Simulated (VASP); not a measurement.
Here is a VASP 6.6.1 calculation.

INCAR

```
SYSTEM = Si2Bi
ALGO = Normal ; EDIFF = 1E-6
EDIFFG = -0.04 ; ENCUT = 600
GGA = PE ; IBRION = 2
ISIF = 3 ; ISMEAR = 0
LASPH = .True. ; LCHARG = .False.
LREAL = .False. ; LWAVE = .False.
NELM = 60 ; NSW = 90
PREC = Accurate ; SIGMA = 0.1
```

File KPOINTS:

```
k-points
0
Gamma
  6 6 2
  0 0 0
```

The input POSCAR:

```
Si2Bi
1.0
    4.0059525000      0.0000000000      0.0000000000
   -2.0029762500      3.4692566300      0.0000000000
    0.0000000000      0.0000000000      8.9214743100
Si Bi
4 2
Direct
    0.3333333300      0.6666666700      0.8530910100
    0.6666666700      0.3333333300      0.3530910100
    0.6666666700      0.3333333300      0.1469089900
    0.3333333300      0.6666666700      0.6469089900
    0.0000000000      0.0000000000      0.0000000000
    0.0000000000      0.0000000000      0.5000000000
```

Potentials or basis: VASP PAW PBE potentials, release 64 (Si, Bi_d).

The run is started by

```bash
$ cat potpaw_PBE.64/Si/POTCAR potpaw_PBE.64/Bi_d/POTCAR > POTCAR
$ mpirun -np 1 vasp_std > vasp.out
```

(1) Predict the space group after relaxing (to 0.1 Å).

(2) Predict the band gap on the k mesh.

(3) Estimate the relaxed volume.

Results:

(1) P6_3/mmc (No. 194).

(2) zero (bands 23 and 24 overlap by 1.73 eV).

(3) 28.49 Å³/atom.

Caveat: the volume moved by over 15 % at a fixed basis, so the end points are rough; spin-orbit coupling is left out, which moves the levels of the heavy elements.
